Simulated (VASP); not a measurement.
ZnSe: single point with PBE

Crystal: ZnSe.

```xyz
2
Lattice="3.3359 0.0000 0.0000 0.0000 3.3359 0.0000 0.0000 0.0000 3.3359" Properties=species:S:1:pos:R:3 pbc="T T T"
Zn    1.6680    1.6680    1.6680
Se    0.0000    0.0000    0.0000
```

* Program: VASP 6.6.1
* Task: single point
* Functional: PBE
* Potentials or basis: VASP PAW PBE potentials, release 64 (Zn, Se)
* Cutoff: 500 eV
* k mesh: 5 × 5 × 5
* Occupations: methfessel-paxton, width 0.05 eV
* Spin: no spin polarisation
* Dipole correction: no
* Further INCAR settings: ALGO = Normal; EDIFF = 1e-06; NBANDS = 16

```json
{
  "Pressure": "0.1 GPa",
  "Band gap on the k mesh": "zero (band 9 reaches 4.15 eV, above the bottom of band 10 at 2.78 eV)"
}
```

Levels at points of the mesh, in eV from the Fermi level:
```tsv
k point	band 6	band 7	band 8	band 9	band 10	band 11	band 12	band 13
(0.00, 0.00, 0.00)	-6.67	-1.26	-1.26	-1.26	-1.23	5.79	5.79	11.14
```

Wall time 2.8 s on 1 thread of Intel(R) Xeon(R) 6975P-C (Granite Rapids), on a shared host, peak memory 0.13 GiB.

Caveat: the k points lie up to 0.38 Å⁻¹ apart.
